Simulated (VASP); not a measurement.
# MoS2 (P-3m1) in VASP: a series of runs, part 2 of 2

VASP 6.6.1. The steps go on from the part before.

## (3) Single point, PBEsol

This run uses another cell than the first one, of 19.49 Å³/atom, 1.027 times its volume.

File INCAR:

```
PREC     = Accurate       # precision mode
ENCUT    = 520            # plane-wave cutoff, eV
EDIFF    = 1E-7           # SCF threshold, eV
ISMEAR   = 1              # smearing method
SIGMA    = 0.1            # smearing width, eV
LREAL    = False          # projectors in reciprocal space
LASPH    = True           # aspherical terms in the spheres
NELM     = 80             # most SCF steps
ALGO     = Normal         # electronic algorithm
ISIF     = 2              # what is computed and relaxed
LWAVE    = False          # write WAVECAR
LCHARG   = False          # write CHGCAR
GGA      = PS             # functional
NBANDS   = 20             # bands
```

File KPOINTS:

```
Automatic mesh
0
Gamma
  10 10 5
```

File POSCAR:

```
MoS2
1.0
    3.2559022802      0.0000000000      0.0000000000
   -1.6279506357      2.8196934011      0.0000000000
    0.0000000000      0.0000000000      6.3680923681
Mo S
1 2
Direct
    0.0000000000      0.0000000000      0.5000000000
    0.3333333333      0.6666666667      0.2553190000
    0.6666666667      0.3333333333      0.7446810000
```

Potentials or basis: VASP PAW PBE potentials, release 64 (Mo_sv, S).

Launch:

```sh
$ cat potpaw_PBE.64/Mo_sv/POTCAR potpaw_PBE.64/S/POTCAR > POTCAR
$ mpirun -np 1 vasp_std > vasp.out
```

OUTCAR:

```text
PREC = Accurate
   ENCUT = 520
   EDIFF = 1E-7
   ISMEAR = 1
   LREAL = False
   LASPH = True
   NELM = 80
   ISIF = 2
   GGA = PS

 ion  position               nearest neighbor table
   1  0.000  0.000  0.500-   2 2.44   3 2.44   3 2.44   2 2.44   3 2.44   2 2.44
   2  0.333  0.667  0.255-   1 2.44   1 2.44   1 2.44
   3  0.667  0.333  0.745-   1 2.44   1 2.44   1 2.44

  LATTYP: Found a hexagonal cell.
 ALAT       =     3.2559022802
 C/A-ratio  =     1.9558610241

  Lattice vectors:

 A1 = (   3.2559022802,   0.0000000000,   0.0000000000)
 A2 = (  -1.6279506357,   2.8196934011,   0.0000000000)
 A3 = (   0.0000000000,   0.0000000000,   6.3680923681)

Analysis of symmetry for initial positions (statically):
=====================================================================
 Subroutine PRICEL returns:
 Original cell was already a primitive cell.

 Routine SETGRP: Setting up the symmetry group for a
 hexagonal supercell.

 Subroutine GETGRP returns: Found 12 space group operations
 (whereof 12 operations were pure point group operations)
 out of a pool of 24 trial point group operations.

The static configuration has the point symmetry D_3d.

Analysis of symmetry for dynamics (positions and initial velocities):
=====================================================================
 Subroutine PRICEL returns:
 Original cell was already a primitive cell.

 Routine SETGRP: Setting up the symmetry group for a
 hexagonal supercell.

 Subroutine GETGRP returns: Found 12 space group operations
 (whereof 12 operations were pure point group operations)
 out of a pool of 24 trial point group operations.

The dynamic configuration has the point symmetry D_3d.

 Subroutine INISYM returns: Found 12 space group operations
 (whereof 12 operations are pure point group operations),
 and found     1 'primitive' translations

----------------------------------------------------------------------------------------

                                     Primitive cell

  volume of cell :      58.4632

  direct lattice vectors                    reciprocal lattice vectors
     3.255902280  0.000000000  0.000000000     0.307134525  0.177324189  0.000000000
    -1.627950636  2.819693401  0.000000000     0.000000000  0.354648488  0.000000000
     0.000000000  0.000000000  6.368092368     0.000000000  0.000000000  0.157032898

  length of vectors
     3.255902280  3.255901434  6.368092368     0.354648395  0.354648488  0.157032898

  position of ions in fractional coordinates (direct lattice)
     0.000000000  0.000000000  0.500000000
     0.333333333  0.666666667  0.255319000
     0.666666667  0.333333333  0.744681000

  ion indices of the primitive-cell ions
   primitive index   ion index
                 1           1
                 2           2
                 3           3

----------------------------------------------------------------------------------------

 KPOINTS: Automatic mesh

Automatic generation of k-mesh.
 Grid dimensions read from file:
 generate k-points for:   10   10    5

 Generating k-lattice:

  Cartesian coordinates                     Fractional coordinates (reciprocal lattice)
     0.030713452  0.017732419  0.000000000     0.100000000 -0.000000000  0.000000000
     0.000000000  0.035464849  0.000000000     0.000000000  0.100000000  0.000000000
     0.000000000  0.000000000  0.031406580     0.000000000  0.000000000  0.200000000

  Length of vectors
     0.035464840  0.035464849  0.031406580

  Shift w.r.t. Gamma in fractional coordinates (k-lattice)
     0.000000000  0.000000000  0.000000000

 Subroutine IBZKPT returns following result:
 ===========================================

 Found     58 irreducible k-points:

 Following reciprocal coordinates:
            Coordinates               Weight
  0.000000  0.000000  0.000000      1.000000
  0.100000 -0.000000  0.000000      6.000000
  0.200000 -0.000000  0.000000      6.000000
  0.300000  0.000000  0.000000      6.000000
  0.400000  0.000000  0.000000      6.000000
  0.500000  0.000000  0.000000      3.000000
[... 16 lines left out ...]
  0.000000  0.400000  0.200000      6.000000
  0.500000  0.000000  0.200000      6.000000
 [... further k-points ...]
   k-points           NKPTS =     58   k-points in BZ     NKDIM =     58   number of bands    NBANDS=     20
   number of dos      NEDOS =    301   number of ions     NIONS =      3
   total plane-waves  NPLWV =  27648
   dimension x,y,z NGX =    24 NGY =   24 NGZ =   48
   dimension x,y,z NGXF=    48 NGYF=   48 NGZF=   96
   ions per type =               1   2
   NGX,Y,Z   is equivalent  to a cutoff of  12.25, 12.25, 12.53 a.u.
   NGXF,Y,Z  is equivalent  to a cutoff of  24.51, 24.51, 25.06 a.u.
 SYSTEM =  unknown system
   PREC   = accura    normal or accurate (medium, high low for compatibility)
   ISTART =      0    job   : 0-new  1-cont  2-samecut
   ICHARG =      2    charge: 1-file 2-atom 10-const
   ISPIN  =      1    spin polarized calculation?
   LNONCOLLINEAR =      F non collinear calculations
   LSORBIT =      F    spin-orbit coupling
   LASPH  =      T    aspherical Exc in radial PAW
   ENCUT  =  520.0 eV  38.22 Ry    6.18 a.u.   6.05  6.05 11.84*2*pi/ulx,y,z
   NELM   =     80;   NELMIN=  2; NELMDL= -5     # of ELM steps
   EDIFF  = 0.1E-06   stopping-criterion for ELM
   LREAL  =      F    real-space projection
   EDIFFG = 0.1E-05   stopping-criterion for IOM
   NSW    =      0    number of steps for IOM
   IBRION =     -1    ionic relax: 0-MD 1-quasi-New 2-CG
   NFREE  =      0    steps in history (QN), initial steepest desc. (CG)
   ISIF   =      2    stress and relaxation
   ISYM   =      2    0-nonsym 1-usesym 2-fastsym
   POTIM  = 0.5000    time-step for ionic-motion
   TEBEG  =    0.0;   TEEND  =   0.0 temperature during run
   PSTRESS=    0.0 pullay stress
   NELECT =      26.0000    total number of electrons
   NUPDOWN=      -1.0000    fix difference up-down
   EMIN   =  10.00;   EMAX   =-10.00  energy-range for DOS
   EFERMI =   0.00;   METHOD = LEGACY
   ISMEAR =     1;   SIGMA  =   0.10  broadening in eV -4-tet -1-fermi 0-gaus
   EFERMI_NEDOS =   21; number of points for ismear=-14 and -15
   IALGO  =     38    algorithm
   IMIX   =      4    mixing-type and parameters
     AMIX     =   0.40;   BMIX     =  1.00
     AMIX_MAG =   1.60;   BMIX_MAG =  1.00
  volume/ion in A,a.u.               =      19.49       131.51
  Fermi-wavevector in a.u.,A,eV,Ry     =   1.249602  2.361406 21.245571  1.561505
  Thomas-Fermi vector in A             =   2.383635
   LORBIT       =      0    0 simple, 1 ext, 2 COOP (PROOUT), +10 PAW based schemes
   GGA     = PS    functional components
   LHFCALC =     F    Hartree Fock is set to
   AEXX    =    0.0000 exact exchange contribution
   IVDW    =     0    specifies the selected vdW correction
   LEPSILON=     F    determine dielectric tensor
   LRPA    =     F    only Hartree local field effects (RPA)
 non-spin polarized calculation
 Methfessel and Paxton  Order N= 1 SIGMA  =   0.10
  energy-cutoff  :      520.00
  volume of cell :       58.46
 maximum number of plane-waves:      1598
   NGX = 13   NGY = 13   NGZ = 23

 number of electron      26.0000002 magnetization

 Free energy of the ion-electron system (eV)
  ---------------------------------------------------
  ext. energy  EPLUGINS =         0.00000000
  ---------------------------------------------------
  free energy    TOTEN  =       -22.52429708 eV

  energy without entropy =      -22.52546512  energy(sigma->0) =      -22.52468643

 E-fermi :   6.5928     XC(G=0): -10.4968

 val. band max:        6.5277724546   @ k =   0.2000   0.2000   0.4000
 cond. band min:       6.6290933604   @ k =   0.1000  -0.0000   0.2000
 fundamental gap:      0.1013209057
 Fermi energy:         6.5927709950

 k-point     1 :       0.0000    0.0000    0.0000
  band No.  band energies     occupation
      1     -55.1989      2.00000
      2     -29.2374      2.00000
      3     -29.2329      2.00000
      4     -29.2329      2.00000
      5      -8.1407      2.00000
      6      -6.7548      2.00000
[... 12 lines left out ...]
     19      12.4778      0.00000
     20      16.0470      0.00000

 k-point     2 :       0.1000   -0.0000    0.0000
  band No.  band energies     occupation
      1     -55.1963      2.00000
      2     -29.2617      2.00000
      3     -29.2395      2.00000
      4     -29.2319      2.00000
      5      -7.9958      2.00000
      6      -6.7219      2.00000
[... 498 lines left out ...]
 k-point    24 :       0.5000    0.0000    0.2000
  band No.  band energies     occupation
      1     -55.1711      2.00000
      2     -29.5275      2.00000
      3     -29.3018      2.00000
      4     -29.1789      2.00000
      5      -6.6079      2.00000
      6      -5.9564      2.00000
[... 12 lines left out ...]
     19      12.7886      0.00000
     20      14.1295      0.00000

 [... further k-points ...]
[... 5 lines left out ...]
  --------------------------------------------------------------------------------------
  -------------------------------------------------------------------------------------
  Total       -2.8090183     -2.8090169     -1.5146394     -0.0000005      0.0000000      0.0000000
  in kB      -76.9808226    -76.9807851    -41.5085169     -0.0000138      0.0000000      0.0000000
  external PRESSURE =     -65.1567082 kB  Pullay stress =       0.0000000 kB

 VOLUME and BASIS-vectors are now :
 -----------------------------------------------------------------------------
  energy-cutoff  :      520.00
  volume of cell :       58.46
      direct lattice vectors                 reciprocal lattice vectors
     3.255902280  0.000000000  0.000000000     0.307134525  0.177324189  0.000000000
    -1.627950636  2.819693401  0.000000000     0.000000000  0.354648488  0.000000000
     0.000000000  0.000000000  6.368092368     0.000000000  0.000000000  0.157032898

 POSITION                                       TOTAL-FORCE (eV/Angst)
 -----------------------------------------------------------------------------------
      0.00000      0.00000      3.18405         0.000000      0.000000      0.000000
      0.00000      1.87980      1.62589         0.000000      0.000000      0.379137
      1.62795      0.93990      4.74220        -0.000000      0.000000     -0.379137
 -----------------------------------------------------------------------------------
    total drift:                                0.000000      0.000000      0.000000

  FREE ENERGIE OF THE ION-ELECTRON SYSTEM (eV)
  ---------------------------------------------------
  free  energy   TOTEN  =       -22.5242970806 eV

  energy  without entropy=      -22.5254651245  energy(sigma->0) =      -22.52468643
```

It took 80 s on 1 thread of Intel Xeon 8259CL, shared host; peak memory 0.21 GiB.

What came out:

```
Free energy            : -22.5243 eV
Pressure               : -6.5 GPa
Largest force          : 0.379 eV/Å
Band gap on the k mesh : zero (band 13 reaches 6.90 eV, above the bottom of band 14 at 6.13 eV)
```

Forces in eV/Å, atoms in the order of the input:
```
Mo   0.000  0.000  0.000
S    0.000  0.000  0.379
S    0.000  0.000 -0.379
```

Caveat: the PAW data sets were made with another functional, which shifts forces and pressure a little; this functional lacks dispersion, which binds the layers, so the pressure and a relaxed spacing across them are unreliable.

## (4) Single point, PBEsol

This run uses another cell than the first one, of 19.99 Å³/atom, 1.053 times its volume.

File INCAR:

```
PREC = Accurate
ENCUT = 520
EDIFF = 1E-6
ISMEAR = 1
SIGMA = 0.1
LREAL = F
LASPH = T
NELM = 100
ALGO = Normal
ISIF = 2
LWAVE = F
LCHARG = F
GGA = PS
NBANDS = 20
```

File KPOINTS:

```
regular mesh
0
Gamma
  10 10 5
```

File POSCAR:

```
MoS2
1.0
    3.2838513063      0.0000000000      0.0000000000
   -1.6419251444      2.8438979618      0.0000000000
    0.0000000000      0.0000000000      6.4227567789
Mo S
1 2
Direct
    0.0000000000      0.0000000000      0.5000000000
    0.3333333333      0.6666666667      0.2553190000
    0.6666666667      0.3333333333      0.7446810000
```

Launch:

```sh
$ cat potpaw_PBE.64/Mo_sv/POTCAR potpaw_PBE.64/S/POTCAR > POTCAR
$ mpirun -np 1 vasp_std > vasp.out
```

It took 74 s on 1 thread of Intel Xeon 8259CL, shared host; peak memory 0.21 GiB.

It converged, with:

```yaml
Free_energy: -22.4500 eV
Pressure: -9.2 GPa
Largest_force: 0.742 eV/Å
Band_gap_on_the_k_mesh: zero (band 13 reaches 6.57 eV, above the bottom of band 14 at 5.81 eV)
```

Forces on the atoms (eV/Å):
```
Mo   0.000  0.000  0.000
S    0.000  0.000  0.742
S    0.000  0.000 -0.742
```

Stress tensor (GPa, compression positive):
```
-10.23   0.00   0.00
  0.00 -10.23   0.00
  0.00   0.00  -7.20
```

Levels at points of the mesh, in eV from the Fermi level:
```csv
k point,band 9,band 10,band 11,band 12,band 13,band 14,band 15,band 16,band 17,band 18
"(0.00, 0.00, 0.00)",-3.89,-1.84,-1.04,-0.95,-0.95,-0.41,-0.41,2.93,2.93,5.57
"(0.50, 0.00, 0.00)",-4.59,-3.95,-3.15,-1.78,-1.72,0.77,1.50,3.33,3.54,5.45
```

Caveat: the PAW data sets were made with another functional, which shifts forces and pressure a little; this functional lacks dispersion, which binds the layers, so the pressure and a relaxed spacing across them are unreliable.

## (5) Single point, PBEsol

This run uses another cell than the first one, of 20.50 Å³/atom, 1.080 times its volume.

File INCAR:

```
SYSTEM = MoS2
PREC = Accurate
ENCUT = 520
EDIFF = 1E-6
ISMEAR = 1
SIGMA = 0.1
LREAL = .False.
LASPH = .True.
NELM = 60
ALGO = Normal
ISIF = 2
LWAVE = .False.
LCHARG = .True.
GGA = PS
LELF = .True.
LVHAR = .True.
NBANDS = 20
```

File KPOINTS:

```
regular mesh
0
Gamma
  10 10 5
  0 0 0
```

File POSCAR:

```
MoS2
1.0
    3.3113325112      0.0000000000      0.0000000000
   -1.6556657426      2.8676973776      0.0000000000
    0.0000000000      0.0000000000      6.4765061964
Mo S
1 2
Direct
    0.0000000000      0.0000000000      0.5000000000
    0.3333333333      0.6666666667      0.2553190000
    0.6666666667      0.3333333333      0.7446810000
```

Launch:

```sh
$ cat potpaw_PBE.64/Mo_sv/POTCAR potpaw_PBE.64/S/POTCAR > POTCAR
$ mpirun -np 1 vasp_std > vasp.out
```

Run time: 1.8 min. Hardware: 1 thread of Intel Xeon 8259CL, shared host; peak memory 0.22 GiB.

It converged, with:

```
Free energy            : -22.3518 eV
Pressure               : -11.5 GPa
Largest force          : 1.071 eV/Å
Band gap on the k mesh : zero (band 13 reaches 6.26 eV, above the bottom of band 14 at 5.50 eV)
```

Forces in eV/Å, atoms in the order of the input:
```
Mo   0.000  0.000  0.000
S    0.000  0.000  1.071
S    0.000  0.000 -1.071
```

Stress tensor (GPa, compression positive):
```
-12.39   0.00   0.00
  0.00 -12.39   0.00
  0.00   0.00  -9.81
```

Levels at points of the mesh, in eV from the Fermi level:
```csv
k point,band 10,band 11,band 12,band 13,band 14,band 15,band 16,band 17
"(0.00, 0.00, 0.00)",-1.80,-0.98,-0.90,-0.90,-0.41,-0.41,2.84,2.84
"(0.50, 0.00, 0.00)",-3.84,-3.07,-1.75,-1.66,0.74,1.45,3.22,3.47
```

Caveat: the PAW data sets were made with another functional, which shifts forces and pressure a little; this functional lacks dispersion, which binds the layers, so the pressure and a relaxed spacing across them are unreliable.

## (6) Summary

```tsv
cell	gap on the mesh (eV)	pressure (GPa)	largest force (eV/Å)
a = 3.227, b = 3.227, c = 6.312 Å, angles 90.0, 90.0, 120.0°, 3 atoms	none	-3.4	0.02
a = 3.256, b = 3.256, c = 6.368 Å, angles 90.0, 90.0, 120.0°, 3 atoms	none	-6.5	0.38
a = 3.284, b = 3.284, c = 6.423 Å, angles 90.0, 90.0, 120.0°, 3 atoms	none	-9.2	0.74
a = 3.311, b = 3.311, c = 6.477 Å, angles 90.0, 90.0, 120.0°, 3 atoms	none	-11.5	1.07
```

Alike in all rows: task single point; level PBEsol; potentials or basis VASP PAW PBE potentials, release 64 (Mo_sv, S); no spin polarisation; k mesh 10 × 10 × 5; cutoff (eV) 520; smearing methfessel-paxton 0.1 eV.

Caveats: the PAW data sets were made with another functional, which shifts forces and pressure a little; this functional lacks dispersion, which binds the layers, so the pressure and a relaxed spacing across them are unreliable.

Total energies depend on the potentials used, so only differences within one code and one set of settings carry meaning.
